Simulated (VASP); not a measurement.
# TlCl: single point with PBEsol

The system is TlCl.

```
CELL_PARAMETERS angstrom
3.83400 0.00000 0.00000
0.00000 3.83400 0.00000
0.00000 0.00000 3.83400
ATOMIC_POSITIONS crystal
Tl 0.00000 0.00000 0.00000
Cl 0.50000 0.50000 0.50000
```

* Program: VASP 6.6.1
* Task: single point
* Functional: PBEsol
* Potentials or basis: VASP PAW PBE potentials, release 64 (Tl_d, Cl)
* Cutoff: 500 eV
* k mesh: 3 × 3 × 3
* Occupations: gaussian, width 0.01 eV
* Spin: no spin polarisation

The pressure is -1.6 GPa and the band gap on the k mesh is 3.88 eV, direct.

Levels at points of the mesh, in eV from the valence-band top:
```tsv
k point	band 6	band 7	band 8	band 9	band 10	band 11	band 12	band 13	band 14	band 15
(0.00, 0.00, 0.00)	-9.00	-3.97	-0.87	-0.87	-0.87	8.34	8.34	8.41	8.41	8.41
```

Run time: 16 s on 1 thread of Intel Xeon 8259CL, on a shared host, peak memory 0.15 GiB.

Caveat: the k points lie up to 0.55 Å⁻¹ apart; the PAW data sets were made with another functional, which shifts forces and pressure a little; spin-orbit coupling is left out, which moves the levels of the heavy elements. As with any semilocal functional, this PBEsol gap is likely too small.
